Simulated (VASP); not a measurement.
Runs of VASP 6.6.1 on C. The structure is that of space group Fd-3m (No. 227), or close to it. The cells are those of the table. 

```csv
level,potentials or basis,spin,fixed moment (μB),cell,k mesh,cutoff (eV),smearing,grid for exact exchange (PRECFOCK),share of exact exchange,screening parameter,gap on the mesh (eV),pressure (GPa)
PBE-based screened hybrid with 25 % exact exchange,"VASP PAW PBE potentials, release 64 (C)",off,-,"a = 2.522 Å, angles 60.0°, 2 atoms",7 × 7 × 7,520,fermi-dirac 0.05 eV,Normal,0.25,0.2 1/Å,5.42,(a)
"pbe exchange, pbesol correlation","VASP PAW PBE potentials, release 64 (C)",collinear,1.0,"a = 2.505 Å, angles 60.0°, 2 atoms",13 × 13 × 13,600,tetrahedron,-,-,-,-,50.9
PBE,"VASP PAW PBE potentials, release 64 (C)",off,-,"a = 2.522 Å, angles 60.0°, 2 atoms",9 × 9 × 9,520,fermi-dirac 0.03 eV,-,-,-,4.15,2.5
PBE,"VASP PAW PBE potentials, release 64 (C)",off,-,"a = 2.522 Å, angles 60.0°, 2 atoms",13 × 13 × 13,520,gaussian 0.019 eV,-,-,-,4.14,2.5
LDA,"VASP PAW LDA potentials, release 64 (C)",off,-,"a = 2.498 Å, angles 60.0°, 2 atoms",13 × 13 × 13,520,fermi-dirac 0.05 eV,-,-,-,(b),1.5
```

Alike in all rows: task single point.

**Question.** Fill in the values left out.

**Answer.** (a) -7.3; (b) 4.18.

Caveats: some runs use coarse meshes; an odd mesh through Γ misses points on the zone boundary, where band edges can lie (at least some runs); the PAW data sets were made with another functional, which shifts forces and pressure a little (at least some runs); the cell stands under pressure (at least some runs); the total moment is fixed, so each spin has its own Fermi level (at least some runs).
